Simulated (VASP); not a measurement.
# KI (F-43m) in VASP: settings compared

The runs below take KI through single point, with PBEsol, HSE06, PBE-based screened hybrid with 15 % exact exchange, PBE-based screened hybrid with 5 % exact exchange.

Everything below comes from runs of VASP 6.6.1. Logs are shortened: lines on timing, memory, paths and dates and some standing lists are left out, and cuts for length are marked.

**1. The cell of the first run**

The structure is cubic, space group F-43m (No. 216). The conventional cell has a = 7.932 Å, b = 7.932 Å, c = 7.932 Å, α = 90.00°, β = 90.00°, γ = 90.00°. Within 4.5 Å of K (site symmetry -43m) lie 4 I at 3.43 Å. Within 4.5 Å of I (site symmetry -43m) lie 4 K at 3.43 Å.

**2. Single point, PBEsol**

Contents of INCAR:

```
SYSTEM = KI
PREC = Accurate ; ENCUT = 520
EDIFF = 1E-6 ; ISMEAR = 0
SIGMA = 0.01 ; LREAL = .FALSE.
LASPH = .TRUE. ; NELM = 80
ALGO = Normal ; ISIF = 2
LWAVE = .FALSE. ; LCHARG = .FALSE.
GGA = PS ; NBANDS = 15
```

Contents of KPOINTS:

```
Automatic mesh
0
G
  4 4 4
  0 0 0
```

Contents of POSCAR:

```
KI
1.0
    0.0000000000      3.9658942823      3.9658942823
    3.9658942823      0.0000000000      3.9658942823
    3.9658942823      3.9658942823      0.0000000000
K I
1 1
Direct
    0.0000000000      0.0000000000      0.0000000000
    0.2500000000      0.2500000000      0.2500000000
```

Potentials or basis: VASP PAW PBE potentials, release 64 (K_sv, I).

The run is started by

```console
$ cat potpaw_PBE.64/K_sv/POTCAR potpaw_PBE.64/I/POTCAR > POTCAR
$ mpirun -np 1 vasp_std > vasp.out
```

OUTCAR:

```text
SYSTEM = KI
   PREC = Accurate
   ENCUT = 520
   EDIFF = 1E-6
   ISMEAR = 0
   LREAL = .FALSE.
   LASPH = .TRUE.
   NELM = 80
   ISIF = 2
   GGA = PS

 ion  position               nearest neighbor table
   1  0.000  0.000  0.000-   2 3.43   2 3.43   2 3.43   2 3.43
   2  0.250  0.250  0.250-   1 3.43   1 3.43   1 3.43   1 3.43

  LATTYP: Found a face centered cubic cell.
 ALAT       =     7.9317885646

  Lattice vectors:

 A1 = (   0.0000000000,   3.9658942823,   3.9658942823)
 A2 = (   3.9658942823,   0.0000000000,   3.9658942823)
 A3 = (   3.9658942823,   3.9658942823,   0.0000000000)

Analysis of symmetry for initial positions (statically):
=====================================================================
 Subroutine PRICEL returns:
 Original cell was already a primitive cell.

 Routine SETGRP: Setting up the symmetry group for a
 face centered cubic supercell.

 Subroutine GETGRP returns: Found 24 space group operations
 (whereof 24 operations were pure point group operations)
 out of a pool of 48 trial point group operations.

The static configuration has the point symmetry T_d .

Analysis of symmetry for dynamics (positions and initial velocities):
=====================================================================
 Subroutine PRICEL returns:
 Original cell was already a primitive cell.

 Routine SETGRP: Setting up the symmetry group for a
 face centered cubic supercell.

 Subroutine GETGRP returns: Found 24 space group operations
 (whereof 24 operations were pure point group operations)
 out of a pool of 48 trial point group operations.

The dynamic configuration has the point symmetry T_d .

 Subroutine INISYM returns: Found 24 space group operations
 (whereof 24 operations are pure point group operations),
 and found     1 'primitive' translations

----------------------------------------------------------------------------------------

                                     Primitive cell

  volume of cell :     124.7537

  direct lattice vectors                    reciprocal lattice vectors
     0.000000000  3.965894282  3.965894282    -0.126074969  0.126074969  0.126074969
     3.965894282  0.000000000  3.965894282     0.126074969 -0.126074969  0.126074969
     3.965894282  3.965894282  0.000000000     0.126074969  0.126074969 -0.126074969

  length of vectors
     5.608621481  5.608621481  5.608621481     0.218368252  0.218368252  0.218368252

  position of ions in fractional coordinates (direct lattice)
     0.000000000  0.000000000  0.000000000
     0.250000000  0.250000000  0.250000000

  ion indices of the primitive-cell ions
   primitive index   ion index
                 1           1
                 2           2

----------------------------------------------------------------------------------------

 KPOINTS: Automatic mesh

Automatic generation of k-mesh.
 Grid dimensions read from file:
 generate k-points for:    4    4    4

 Generating k-lattice:

  Cartesian coordinates                     Fractional coordinates (reciprocal lattice)
    -0.031518742  0.031518742  0.031518742     0.250000000  0.000000000  0.000000000
     0.031518742 -0.031518742  0.031518742     0.000000000  0.250000000  0.000000000
     0.031518742  0.031518742 -0.031518742     0.000000000  0.000000000  0.250000000

  Length of vectors
     0.054592063  0.054592063  0.054592063

  Shift w.r.t. Gamma in fractional coordinates (k-lattice)
     0.000000000  0.000000000  0.000000000

 Subroutine IBZKPT returns following result:
 ===========================================

 Found      8 irreducible k-points:

 Following reciprocal coordinates:
            Coordinates               Weight
  0.000000  0.000000  0.000000      1.000000
  0.250000  0.000000  0.000000      8.000000
  0.500000  0.000000  0.000000      4.000000
  0.250000  0.250000  0.000000      6.000000
  0.500000  0.250000  0.000000     24.000000
 -0.250000  0.250000  0.000000     12.000000
  0.500000  0.500000  0.000000      3.000000
 -0.250000  0.500000  0.250000      6.000000
   k-points           NKPTS =      8   k-points in BZ     NKDIM =      8   number of bands    NBANDS=     15
   number of dos      NEDOS =    301   number of ions     NIONS =      2
   total plane-waves  NPLWV =  74088
   dimension x,y,z NGX =    42 NGY =   42 NGZ =   42
   dimension x,y,z NGXF=    84 NGYF=   84 NGZF=   84
   ions per type =               1   1
   NGX,Y,Z   is equivalent  to a cutoff of  12.45, 12.45, 12.45 a.u.
   NGXF,Y,Z  is equivalent  to a cutoff of  24.90, 24.90, 24.90 a.u.
 SYSTEM =  KI
   PREC   = accura    normal or accurate (medium, high low for compatibility)
   ISTART =      0    job   : 0-new  1-cont  2-samecut
   ICHARG =      2    charge: 1-file 2-atom 10-const
   ISPIN  =      1    spin polarized calculation?
   LNONCOLLINEAR =      F non collinear calculations
   LSORBIT =      F    spin-orbit coupling
   LASPH  =      T    aspherical Exc in radial PAW
   ENCUT  =  520.0 eV  38.22 Ry    6.18 a.u.  10.43 10.43 10.43*2*pi/ulx,y,z
   NELM   =     80;   NELMIN=  2; NELMDL= -5     # of ELM steps
   EDIFF  = 0.1E-05   stopping-criterion for ELM
   LREAL  =      F    real-space projection
   EDIFFG = 0.1E-04   stopping-criterion for IOM
   NSW    =      0    number of steps for IOM
   IBRION =     -1    ionic relax: 0-MD 1-quasi-New 2-CG
   NFREE  =      0    steps in history (QN), initial steepest desc. (CG)
   ISIF   =      2    stress and relaxation
   ISYM   =      2    0-nonsym 1-usesym 2-fastsym
   POTIM  = 0.5000    time-step for ionic-motion
   TEBEG  =    0.0;   TEEND  =   0.0 temperature during run
   PSTRESS=    0.0 pullay stress
   NELECT =      16.0000    total number of electrons
   NUPDOWN=      -1.0000    fix difference up-down
   EMIN   =  10.00;   EMAX   =-10.00  energy-range for DOS
   EFERMI =   0.00;   METHOD = LEGACY
   ISMEAR =     0;   SIGMA  =   0.01  broadening in eV -4-tet -1-fermi 0-gaus
   EFERMI_NEDOS =   21; number of points for ismear=-14 and -15
   IALGO  =     38    algorithm
   IMIX   =      4    mixing-type and parameters
     AMIX     =   0.40;   BMIX     =  1.00
     AMIX_MAG =   1.60;   BMIX_MAG =  1.00
  volume/ion in A,a.u.               =      62.38       420.94
  Fermi-wavevector in a.u.,A,eV,Ry     =   0.825589  1.560136  9.273684  0.681597
  Thomas-Fermi vector in A             =   1.937473
   LORBIT       =      0    0 simple, 1 ext, 2 COOP (PROOUT), +10 PAW based schemes
   GGA     = PS    functional components
   LHFCALC =     F    Hartree Fock is set to
   AEXX    =    0.0000 exact exchange contribution
   IVDW    =     0    specifies the selected vdW correction
   LEPSILON=     F    determine dielectric tensor
   LRPA    =     F    only Hartree local field effects (RPA)
 non-spin polarized calculation
 Gauss-broadening in eV      SIGMA  =   0.01
  energy-cutoff  :      520.00
  volume of cell :      124.75
 maximum number of plane-waves:      3383
 NGX is ok and might be reduce to    42
   NGX = 21   NGY = 21   NGZ = 21

 number of electron      16.0000003 magnetization

 Free energy of the ion-electron system (eV)
  ---------------------------------------------------
  ext. energy  EPLUGINS =         0.00000000
  ---------------------------------------------------
  free energy    TOTEN  =        -5.58148288 eV

  energy without entropy =       -5.58148288  energy(sigma->0) =       -5.58148288

 E-fermi :  -2.1423     XC(G=0):  -5.7839

 val. band max:       -2.2500351648   @ k =   0.0000   0.0000   0.0000
 cond. band min:       1.6817125676   @ k =   0.0000   0.0000   0.0000
 fundamental gap:      3.9317477324
 Fermi energy:        -2.1422919116

 k-point     1 :       0.0000    0.0000    0.0000
  band No.  band energies     occupation
      1     -30.5623      2.00000
      2     -14.1210      2.00000
      3     -14.1210      2.00000
      4     -14.1210      2.00000
      5     -12.2861      2.00000
      6      -2.2500      2.00000
      7      -2.2500      2.00000
      8      -2.2500      2.00000
      9       1.6817      0.00000
     10       5.2857      0.00000
     11       5.2857      0.00000
     12       5.8908      0.00000
     13       5.8908      0.00000
     14       5.8908      0.00000
     15       6.9334      0.00000

 k-point     2 :       0.2500    0.0000    0.0000
  band No.  band energies     occupation
      1     -30.5621      2.00000
      2     -14.1524      2.00000
      3     -14.1226      2.00000
      4     -14.1226      2.00000
      5     -12.2343      2.00000
      6      -2.5091      2.00000
      7      -2.2532      2.00000
      8      -2.2532      2.00000
      9       2.4903      0.00000
     10       4.9525      0.00000
     11       4.9525      0.00000
     12       5.1562      0.00000
     13       6.1860      0.00000
     14       6.2997      0.00000
     15       6.2997      0.00000

 k-point     3 :       0.5000    0.0000    0.0000
  band No.  band energies     occupation
      1     -30.5618      2.00000
      2     -14.1821      2.00000
      3     -14.1241      2.00000
      4     -14.1241      2.00000
      5     -12.1841      2.00000
      6      -2.7113      2.00000
      7      -2.2569      2.00000
      8      -2.2569      2.00000
      9       3.4035      0.00000
     10       4.2844      0.00000
     11       4.8685      0.00000
     12       4.8685      0.00000
     13       6.2154      0.00000
     14       6.2154      0.00000
     15       6.7533      0.00000

 k-point     4 :       0.2500    0.2500    0.0000
  band No.  band energies     occupation
      1     -30.5620      2.00000
      2     -14.1593      2.00000
      3     -14.1247      2.00000
      4     -14.1247      2.00000
      5     -12.2173      2.00000
      6      -2.5333      2.00000
      7      -2.2791      2.00000
      8      -2.2791      2.00000
      9       2.7342      0.00000
     10       4.1974      0.00000
     11       5.0880      0.00000
     12       5.7337      0.00000
     13       6.2323      0.00000
     14       6.2323      0.00000
     15       6.9336      0.00000

 k-point     5 :       0.5000    0.2500    0.0000
  band No.  band energies     occupation
      1     -30.5617      2.00000
      2     -14.1859      2.00000
      3     -14.1290      2.00000
      4     -14.1262      2.00000
      5     -12.1676      2.00000
      6      -2.6417      2.00000
      7      -2.3788      2.00000
      8      -2.2820      2.00000
      9       3.4478      0.00000
     10       4.0491      0.00000
     11       4.8454      0.00000
     12       5.3707      0.00000
     13       6.4128      0.00000
     14       6.4220      0.00000
     15       6.8498      0.00000

 k-point     6 :      -0.2500    0.2500    0.0000
  band No.  band energies     occupation
      1     -30.5618      2.00000
      2     -14.1773      2.00000
      3     -14.1290      2.00000
      4     -14.1241      2.00000
      5     -12.1840      2.00000
      6      -2.5835      2.00000
      7      -2.4022      2.00000
      8      -2.2560      2.00000
      9       3.4031      0.00000
     10       4.3095      0.00000
     11       4.7817      0.00000
     12       4.8074      0.00000
     13       6.4414      0.00000
     14       6.4636      0.00000
     15       6.8312      0.00000

 k-point     7 :       0.5000    0.5000    0.0000
  band No.  band energies     occupation
      1     -30.5617      2.00000
      2     -14.1950      2.00000
      3     -14.1283      2.00000
      4     -14.1283      2.00000
      5     -12.1513      2.00000
      6      -2.7326      2.00000
      7      -2.3060      2.00000
      8      -2.3060      2.00000
      9       3.0635      0.00000
     10       3.9852      0.00000
     11       5.6686      0.00000
     12       6.1233      0.00000
     13       6.1233      0.00000
     14       6.4760      0.00000
     15       6.5578      0.00000

 k-point     8 :      -0.2500    0.5000    0.2500
  band No.  band energies     occupation
      1     -30.5617      2.00000
      2     -14.1924      2.00000
      3     -14.1309      2.00000
      4     -14.1284      2.00000
      5     -12.1513      2.00000
      6      -2.5640      2.00000
      7      -2.4935      2.00000
      8      -2.3165      2.00000
      9       3.3810      0.00000
     10       4.2130      0.00000
     11       5.1668      0.00000
     12       5.3518      0.00000
     13       6.1693      0.00000
     14       6.5150      0.00000
     15       6.9517      0.00000

------------------------ aborting loop because EDIFF is reached ----------------------------------------

  FORCE on cell =-STRESS in cart. coord.  units (eV):
  Direction    XX          YY          ZZ          XY          YZ          ZX
  --------------------------------------------------------------------------------------
  -------------------------------------------------------------------------------------
  Total       -0.1507821     -0.1507821     -0.1507821      0.0000000      0.0000000      0.0000000
  in kB       -1.9364525     -1.9364525     -1.9364525      0.0000000      0.0000000      0.0000000
  external PRESSURE =      -1.9364525 kB  Pullay stress =       0.0000000 kB

 VOLUME and BASIS-vectors are now :
 -----------------------------------------------------------------------------
  energy-cutoff  :      520.00
  volume of cell :      124.75
      direct lattice vectors                 reciprocal lattice vectors
     0.000000000  3.965894282  3.965894282    -0.126074969  0.126074969  0.126074969
     3.965894282  0.000000000  3.965894282     0.126074969 -0.126074969  0.126074969
     3.965894282  3.965894282  0.000000000     0.126074969  0.126074969 -0.126074969

 POSITION                                       TOTAL-FORCE (eV/Angst)
 -----------------------------------------------------------------------------------
      0.00000      0.00000      0.00000        -0.000000     -0.000000      0.000000
      1.98295      1.98295      1.98295         0.000000      0.000000     -0.000000
 -----------------------------------------------------------------------------------
    total drift:                               -0.000000     -0.000000     -0.000000

  FREE ENERGIE OF THE ION-ELECTRON SYSTEM (eV)
  ---------------------------------------------------
  free  energy   TOTEN  =        -5.5814828790 eV

  energy  without entropy=       -5.5814828790  energy(sigma->0) =       -5.58148288
```

Run time: 10 s. Hardware: 1 thread of Intel Xeon 6975P-C (Granite Rapids), shared host; peak memory 0.25 GiB.

Results:

```yaml
Free_energy: -5.5815 eV
Pressure: -0.2 GPa
Band_gap_on_the_k_mesh: 3.93 eV
```

Caveat: the PAW data sets were made with another functional, which shifts forces and pressure a little; spin-orbit coupling is left out, which moves the levels of the heavy elements.

**3. Single point, HSE06**

POSCAR is that of step 2.

Contents of INCAR.step1:

```
PREC = Accurate ; ENCUT = 520
EDIFF = 1E-5 ; ISMEAR = 0
SIGMA = 0.01 ; LREAL = False
LASPH = True ; NELM = 60
ALGO = Normal ; ISIF = 2
LWAVE = True ; LCHARG = False
NBANDS = 15 ; GGA = PE
```

Contents of INCAR.step2:

```
PREC = Accurate ; ENCUT = 520
EDIFF = 1E-6 ; ISMEAR = 0
SIGMA = 0.01 ; LREAL = False
LASPH = True ; NELM = 60
ALGO = Normal ; ISIF = 2
LWAVE = False ; LCHARG = False
GGA = PE ; LHFCALC = True
HFSCREEN = 0.2079 ; PRECFOCK = Normal
NBANDS = 15 ; ISTART = 1
```

Contents of KPOINTS:

```
Automatic mesh
0
Gamma
  4 4 4
```

Potentials or basis: VASP PAW PBE potentials, release 64 (K_sv, I).

The run is started by

```console
$ cat potpaw_PBE.64/K_sv/POTCAR potpaw_PBE.64/I/POTCAR > POTCAR
$ cp INCAR.step1 INCAR
$ mpirun -np 1 vasp_std > vasp.out
$ cp INCAR.step2 INCAR
$ mpirun -np 1 vasp_std > vasp.out
```

Wall time 6.1 min (1 thread of Intel Xeon 6975P-C (Granite Rapids), shared host); peak memory 0.39 GiB.

It converged, with:

```yaml
Free_energy: -6.2138 eV
Pressure: 0.1 GPa
Band_gap_on_the_k_mesh: 4.88 eV
```

Levels at points of the mesh, in eV from the valence-band top:
| k point | band 4 | band 5 | band 6 | band 7 | band 8 | band 9 | band 10 | band 11 | band 12 | band 13 |
| --- | --- | --- | --- | --- | --- | --- | --- | --- | --- | --- |
| (0.00, 0.00, 0.00) | -12.92 | -10.87 | 0.00 | 0.00 | 0.00 | 4.88 | 8.78 | 8.78 | 9.25 | 9.25 |
| (0.50, 0.00, 0.00) | -12.92 | -10.76 | -0.48 | -0.01 | -0.01 | 6.66 | 7.50 | 8.22 | 8.22 | 9.80 |
| (0.50, 0.50, 0.00) | -12.92 | -10.72 | -0.50 | -0.07 | -0.07 | 6.23 | 7.29 | 9.04 | 9.64 | 9.64 |

Caveat: the PAW data sets were made with another functional, which shifts forces and pressure a little; spin-orbit coupling is left out, which moves the levels of the heavy elements.

(Part 1 of 2 ends here.)
